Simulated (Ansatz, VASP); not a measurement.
# BiPd: VASP beside Ansatz

```
Bi Pd
1.0
     4.31296    0.00000    0.00000
    -2.15648    3.73514    0.00000
     0.00000    0.00000    5.80160
Bi Pd
2 2
Direct
  0.33333 0.66667 0.25000
  0.66667 0.33333 0.75000
  0.00000 0.00000 0.00000
  0.00000 0.00000 0.50000
```

Change from the starting cell: volume scaled by 1.06.

Alike in both runs: task single point; functional PBEsol; k mesh 9 × 9 × 6; occupations fermi-dirac, width 0.03 eV; no spin polarisation.

```csv
,VASP,Ansatz
version,VASP 6.6.1,Ansatz 0.2.0
potentials or method,"VASP PAW PBE potentials, release 64 (Bi_d, Pd), cutoff 520 eV","all-electron LAPW, scalar-relativistic"
```

```tsv
	VASP	Ansatz	Ansatz less VASP
pressure (GPa)	-5.1	-5.1	+0.02
traceless stress, the component that is largest in VASP (GPa)	-0.52	-0.50	+0.021
```

VASP's potentials were made for PBE, not for PBEsol. Ansatz ran all-electron here, and VASP with PAW potentials.

Spin-orbit coupling is off throughout.
